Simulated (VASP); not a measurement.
# MgS (I-4m2) in VASP: notebook

The runs below take MgS through single point, with PBE, r2SCAN, HSE06.

Program: VASP 6.6.1. These are calculated values, not measurements. Logs are shortened: lines on timing, memory, paths and dates and some standing lists are left out, and cuts for length are marked.

### Step 1. The cell of the first run

The structure is tetragonal, space group I-4m2 (No. 119). The conventional cell has a = 4.003 Å, b = 4.003 Å, c = 5.379 Å, α = 90.00°, β = 90.00°, γ = 90.00°. Within 3.2 Å of Mg (site symmetry -4m2) lie 4 S at 2.41 Å. Within 3.2 Å of S (site symmetry -4m2) lie 4 Mg at 2.41 Å.

### Step 2. Single point, PBE (uniaxial x strain -5.0%)

Input file INCAR:

```
SYSTEM = MgS
PREC = Accurate
ENCUT = 600
EDIFF = 1E-6
ISMEAR = 0
SIGMA = 0.01
LREAL = .FALSE.
LASPH = .TRUE.
NELM = 120
ALGO = Normal
ISIF = 2
LWAVE = .FALSE.
LCHARG = .FALSE.
GGA = PE
NBANDS = 11
GGA_COMPAT = .FALSE.
```

Input file KPOINTS:

```
Automatic mesh
0
G
  4 4 4
  0 0 0
```

Input file POSCAR:

```
MgS
1.0
    0.0000000000      2.8308768404      2.8308768404
    2.6893329983      0.0000000000      2.8308768404
    2.6893329983      2.8308768404      0.0000000000
Mg S
1 1
Direct
    0.0000000000      0.0000000000      0.0000000000
    0.2500000000      0.2500000000      0.2500000000
```

Potentials or basis: VASP PAW PBE potentials, release 64 (Mg, S).

Launch:

```
> cat potpaw_PBE.64/Mg/POTCAR potpaw_PBE.64/S/POTCAR > POTCAR
> mpirun -np 1 vasp_std > vasp.out
```

OUTCAR:

```text
SYSTEM = MgS
   PREC = Accurate
   ENCUT = 600
   EDIFF = 1E-6
   ISMEAR = 0
   LREAL = .FALSE.
   LASPH = .TRUE.
   NELM = 120
   ISIF = 2
   GGA = PE

 ion  position               nearest neighbor table
   1  0.000  0.000  0.000-   2 2.41   2 2.41   2 2.41   2 2.41
   2  0.250  0.250  0.250-   1 2.41   1 2.41   1 2.41   1 2.41

  LATTYP: Found a body centered tetragonal cell.
 ALAT       =     4.0034644211
 C/A-ratio  =     1.3435028842

  Lattice vectors:

 A1 = (  -2.6893329983,   0.0000000000,  -2.8308768404)
 A2 = (  -2.6893329983,   0.0000000000,   2.8308768404)
 A3 = (   2.6893329983,   2.8308768404,   0.0000000000)

Analysis of symmetry for initial positions (statically):
=====================================================================
 Subroutine PRICEL returns:
 Original cell was already a primitive cell.

 Routine SETGRP: Setting up the symmetry group for a
 body centered tetragonal supercell.

 Subroutine GETGRP returns: Found  8 space group operations
 (whereof  8 operations were pure point group operations)
 out of a pool of 16 trial point group operations.

The static configuration has the point symmetry D_2d.

Analysis of symmetry for dynamics (positions and initial velocities):
=====================================================================
 Subroutine PRICEL returns:
 Original cell was already a primitive cell.

 Routine SETGRP: Setting up the symmetry group for a
 body centered tetragonal supercell.

 Subroutine GETGRP returns: Found  8 space group operations
 (whereof  8 operations were pure point group operations)
 out of a pool of 16 trial point group operations.

The dynamic configuration has the point symmetry D_2d.

 Subroutine INISYM returns: Found  8 space group operations
 (whereof  8 operations are pure point group operations),
 and found     1 'primitive' translations

----------------------------------------------------------------------------------------

                                     Primitive cell

  volume of cell :      43.1039

  direct lattice vectors                    reciprocal lattice vectors
     0.000000000  2.830876840  2.830876840    -0.185919706  0.176623721  0.176623721
     2.689332998  0.000000000  2.830876840     0.185919706 -0.176623721  0.176623721
     2.689332998  2.830876840  0.000000000     0.185919706  0.176623721 -0.176623721

  length of vectors
     4.003464421  3.904660761  3.904660761     0.311380819  0.311380819  0.311380819

  position of ions in fractional coordinates (direct lattice)
     0.000000000  0.000000000  0.000000000
     0.250000000  0.250000000  0.250000000

  ion indices of the primitive-cell ions
   primitive index   ion index
                 1           1
                 2           2

----------------------------------------------------------------------------------------

 KPOINTS: Automatic mesh

Automatic generation of k-mesh.
 Grid dimensions read from file:
 generate k-points for:    4    4    4

 Generating k-lattice:

  Cartesian coordinates                     Fractional coordinates (reciprocal lattice)
    -0.046479926  0.044155930  0.044155930     0.250000000  0.000000000  0.000000000
     0.046479926 -0.044155930  0.044155930     0.000000000  0.250000000 -0.000000000
     0.046479926  0.044155930 -0.044155930     0.000000000 -0.000000000  0.250000000

  Length of vectors
     0.077845205  0.077845205  0.077845205

  Shift w.r.t. Gamma in fractional coordinates (k-lattice)
     0.000000000  0.000000000  0.000000000

 Subroutine IBZKPT returns following result:
 ===========================================

 Found     13 irreducible k-points:

 Following reciprocal coordinates:
            Coordinates               Weight
  0.000000  0.000000  0.000000      1.000000
  0.250000 -0.000000 -0.000000      8.000000
  0.500000 -0.000000 -0.000000      4.000000
  0.250000  0.250000  0.000000      4.000000
  0.500000  0.250000 -0.000000     16.000000
 -0.250000  0.250000  0.000000      8.000000
  0.500000  0.500000  0.000000      2.000000
  0.000000  0.250000  0.250000      2.000000
  0.500000  0.250000  0.250000      4.000000
 -0.250000  0.250000  0.250000      8.000000
 -0.250000  0.500000  0.250000      4.000000
  0.500000 -0.250000  0.250000      2.000000
  0.000000  0.500000  0.500000      1.000000
   k-points           NKPTS =     13   k-points in BZ     NKDIM =     13   number of bands    NBANDS=     11
   number of dos      NEDOS =    301   number of ions     NIONS =      2
   total plane-waves  NPLWV =  32768
   dimension x,y,z NGX =    32 NGY =   32 NGZ =   32
   dimension x,y,z NGXF=    64 NGYF=   64 NGZF=   64
   ions per type =               1   1
   NGX,Y,Z   is equivalent  to a cutoff of  13.29, 13.62, 13.62 a.u.
   NGXF,Y,Z  is equivalent  to a cutoff of  26.58, 27.25, 27.25 a.u.
 SYSTEM =  MgS
   PREC   = accura    normal or accurate (medium, high low for compatibility)
   ISTART =      0    job   : 0-new  1-cont  2-samecut
   ICHARG =      2    charge: 1-file 2-atom 10-const
   ISPIN  =      1    spin polarized calculation?
   LNONCOLLINEAR =      F non collinear calculations
   LSORBIT =      F    spin-orbit coupling
   LASPH  =      T    aspherical Exc in radial PAW
   ENCUT  =  600.0 eV  44.10 Ry    6.64 a.u.   8.00  7.80  7.80*2*pi/ulx,y,z
   NELM   =    120;   NELMIN=  2; NELMDL= -5     # of ELM steps
   EDIFF  = 0.1E-05   stopping-criterion for ELM
   LREAL  =      F    real-space projection
   EDIFFG = 0.1E-04   stopping-criterion for IOM
   NSW    =      0    number of steps for IOM
   IBRION =     -1    ionic relax: 0-MD 1-quasi-New 2-CG
   NFREE  =      0    steps in history (QN), initial steepest desc. (CG)
   ISIF   =      2    stress and relaxation
   ISYM   =      2    0-nonsym 1-usesym 2-fastsym
   POTIM  = 0.5000    time-step for ionic-motion
   TEBEG  =    0.0;   TEEND  =   0.0 temperature during run
   PSTRESS=    0.0 pullay stress
   NELECT =       8.0000    total number of electrons
   NUPDOWN=      -1.0000    fix difference up-down
   EMIN   =  10.00;   EMAX   =-10.00  energy-range for DOS
   EFERMI =   0.00;   METHOD = LEGACY
   ISMEAR =     0;   SIGMA  =   0.01  broadening in eV -4-tet -1-fermi 0-gaus
   EFERMI_NEDOS =   21; number of points for ismear=-14 and -15
   IALGO  =     38    algorithm
   IMIX   =      4    mixing-type and parameters
     AMIX     =   0.40;   BMIX     =  1.00
     AMIX_MAG =   1.60;   BMIX_MAG =  1.00
  volume/ion in A,a.u.               =      21.55       145.44
  Fermi-wavevector in a.u.,A,eV,Ry     =   0.933826  1.764675 11.864703  0.872031
  Thomas-Fermi vector in A             =   2.060568
   LORBIT       =      0    0 simple, 1 ext, 2 COOP (PROOUT), +10 PAW based schemes
   GGA     = PE    functional components
   LHFCALC =     F    Hartree Fock is set to
   AEXX    =    0.0000 exact exchange contribution
   IVDW    =     0    specifies the selected vdW correction
   LEPSILON=     F    determine dielectric tensor
   LRPA    =     F    only Hartree local field effects (RPA)
 non-spin polarized calculation
 Gauss-broadening in eV      SIGMA  =   0.01
  energy-cutoff  :      600.00
  volume of cell :       43.10
 maximum number of plane-waves:      1464
   NGX = 15   NGY = 15   NGZ = 15

 number of electron       7.9999999 magnetization

 Free energy of the ion-electron system (eV)
  ---------------------------------------------------
  ext. energy  EPLUGINS =         0.00000000
  ---------------------------------------------------
  free energy    TOTEN  =        -8.41515364 eV

  energy without entropy =       -8.41515364  energy(sigma->0) =       -8.41515364

 E-fermi :   1.5412     XC(G=0):  -8.5860

 val. band max:        1.4922531071   @ k =   0.0000   0.0000   0.0000
 cond. band min:       5.1137202990   @ k =   0.0000   0.0000   0.0000
 fundamental gap:      3.6214671920
 Fermi energy:         1.5411732093

 k-point     1 :       0.0000    0.0000    0.0000
  band No.  band energies     occupation
      1     -10.0332      2.00000
      2       1.3701      2.00000
      3       1.3701      2.00000
      4       1.4923      2.00000
      5       5.1137      0.00000
      6       9.4738      0.00000
      7       9.4738      0.00000
      8       9.5307      0.00000
      9      11.9046      0.00000
     10      12.7198      0.00000
     11      15.2013      0.00000

 k-point     2 :       0.2500   -0.0000   -0.0000
  band No.  band energies     occupation
      1      -9.6847      2.00000
      2      -0.5335      2.00000
      3       1.1399      2.00000
      4       1.3134      2.00000
      5       6.6131      0.00000
      6       9.3503      0.00000
      7       9.4886      0.00000
      8       9.9337      0.00000
      9      11.8996      0.00000
     10      12.0017      0.00000
     11      13.9965      0.00000

 k-point     3 :       0.5000   -0.0000   -0.0000
  band No.  band energies     occupation
      1      -9.2698      2.00000
      2      -1.8984      2.00000
      3       0.9386      2.00000
      4       1.1921      2.00000
      5       6.6623      0.00000
      6       8.8598      0.00000
      7       9.4191      0.00000
      8      10.2720      0.00000
      9      14.4950      0.00000
     10      14.6276      0.00000
     11      15.0311      0.00000

 k-point     4 :       0.2500    0.2500    0.0000
  band No.  band energies     occupation
      1      -9.5850      2.00000
      2      -0.4486      2.00000
      3       0.8483      2.00000
      4       0.8827      2.00000
      5       6.6566      0.00000
      6       8.1290      0.00000
      7       9.8238      0.00000
      8      10.9082      0.00000
      9      11.3407      0.00000
     10      13.4984      0.00000
     11      16.8214      0.00000

 k-point     5 :       0.5000    0.2500   -0.0000
  band No.  band energies     occupation
      1      -9.1691      2.00000
      2      -1.3939      2.00000
      3      -0.0165      2.00000
      4       0.7355      2.00000
      5       6.7040      0.00000
      6       8.6065      0.00000
      7      10.0954      0.00000
      8      10.9889      0.00000
      9      13.4226      0.00000
     10      14.8451      0.00000
     11      16.3173      0.00000

 k-point     6 :      -0.2500    0.2500    0.0000
  band No.  band energies     occupation
      1      -9.2889      2.00000
      2      -1.1653      2.00000
      3      -0.1244      2.00000
      4       1.1088      2.00000
      5       7.9622      0.00000
      6       8.4644      0.00000
      7       9.4294      0.00000
      8      10.4023      0.00000
      9      11.5967      0.00000
     10      15.2320      0.00000
     11      16.1536      0.00000

 k-point     7 :       0.5000    0.5000    0.0000
  band No.  band energies     occupation
      1      -9.0531      2.00000
      2      -1.6336      2.00000
      3       0.3888      2.00000
      4       0.4196      2.00000
      5       5.2861      0.00000
      6       7.2435      0.00000
      7      12.8353      0.00000
      8      13.6566      0.00000
      9      14.6893      0.00000
     10      15.1367      0.00000
     11      15.4517      0.00000

 k-point     8 :       0.0000    0.2500    0.2500
  band No.  band energies     occupation
      1      -9.5402      2.00000
      2      -0.3355      2.00000
      3       0.6941      2.00000
      4       0.6941      2.00000
      5       6.8038      0.00000
      6       7.8978      0.00000
      7      10.4299      0.00000
      8      11.0270      0.00000
      9      11.0270      0.00000
     10      13.0634      0.00000
     11      17.2113      0.00000

 k-point     9 :       0.5000    0.2500    0.2500
  band No.  band energies     occupation
      1      -9.2985      2.00000
      2      -1.0867      2.00000
      3       0.0317      2.00000
      4       0.9079      2.00000
      5       7.7051      0.00000
      6       8.4318      0.00000
      7       9.8312      0.00000
      8      10.1034      0.00000
      9      11.5095      0.00000
     10      14.6413      0.00000
     11      15.7662      0.00000

 k-point    10 :      -0.2500    0.2500    0.2500
  band No.  band energies     occupation
      1      -9.1256      2.00000
      2      -1.3560      2.00000
      3       0.0715      2.00000
      4       0.5059      2.00000
      5       6.5596      0.00000
      6       8.3740      0.00000
      7      10.3157      0.00000
      8      10.6733      0.00000
      9      13.4554      0.00000
     10      15.1006      0.00000
     11      16.5407      0.00000

 k-point    11 :      -0.2500    0.5000    0.2500
  band No.  band energies     occupation
      1      -9.0005      2.00000
      2      -1.0058      2.00000
      3      -0.5200      2.00000
      4      -0.0042      2.00000
      5       6.8566      0.00000
      6       9.3438      0.00000
      7       9.8110      0.00000
      8       9.9495      0.00000
      9      14.5606      0.00000
     10      15.7148      0.00000
     11      15.7315      0.00000

 k-point    12 :       0.5000   -0.2500    0.2500
  band No.  band energies     occupation
      1      -9.0382      2.00000
      2      -1.0093      2.00000
      3      -0.5558      2.00000
      4      -0.0144      2.00000
      5       7.2080      0.00000
      6       9.7851      0.00000
      7       9.8336      0.00000
      8      10.5819      0.00000
      9      14.3042      0.00000
     10      15.0712      0.00000
     11      15.2936      0.00000

 k-point    13 :       0.0000    0.5000    0.5000
  band No.  band energies     occupation
      1      -8.9643      2.00000
      2      -1.3852      2.00000
      3       0.1492      2.00000
      4       0.1492      2.00000
      5       5.1678      0.00000
      6       6.8660      0.00000
      7      13.4692      0.00000
      8      13.9610      0.00000
      9      13.9610      0.00000
     10      15.4626      0.00000
     11      15.6060      0.00000

------------------------ aborting loop because EDIFF is reached ----------------------------------------

  FORCE on cell =-STRESS in cart. coord.  units (eV):
  Direction    XX          YY          ZZ          XY          YZ          ZX
  --------------------------------------------------------------------------------------
  -------------------------------------------------------------------------------------
  Total        1.2993797      1.1092650      1.1092650      0.0000000      0.0000000      0.0000000
  in kB       48.2981109     41.2315203     41.2315203      0.0000000      0.0000000      0.0000000
  external PRESSURE =      43.5870505 kB  Pullay stress =       0.0000000 kB

 VOLUME and BASIS-vectors are now :
 -----------------------------------------------------------------------------
  energy-cutoff  :      600.00
  volume of cell :       43.10
      direct lattice vectors                 reciprocal lattice vectors
     0.000000000  2.830876840  2.830876840    -0.185919706  0.176623721  0.176623721
     2.689332998  0.000000000  2.830876840     0.185919706 -0.176623721  0.176623721
     2.689332998  2.830876840  0.000000000     0.185919706  0.176623721 -0.176623721

 POSITION                                       TOTAL-FORCE (eV/Angst)
 -----------------------------------------------------------------------------------
      0.00000      0.00000      0.00000        -0.000000      0.000000     -0.000000
      1.34467      1.41544      1.41544         0.000000      0.000000      0.000000
 -----------------------------------------------------------------------------------
    total drift:                               -0.000000     -0.000000     -0.000000

  FREE ENERGIE OF THE ION-ELECTRON SYSTEM (eV)
  ---------------------------------------------------
  free  energy   TOTEN  =        -8.4151536371 eV

  energy  without entropy=       -8.4151536371  energy(sigma->0) =       -8.41515364
```

It took 6.3 s on 1 thread of Intel Xeon 6975P-C (Granite Rapids), shared host; peak memory 0.17 GiB.

Results:

```yaml
Free_energy: -8.4152 eV
Pressure: 4.4 GPa
Band_gap_on_the_k_mesh: 3.62 eV
```

Caveat: the k points lie up to 0.49 Å⁻¹ apart; the cell differs from its parent crystal (uniaxial x strain -5.0%).

(Part 1 of 3 ends here.)
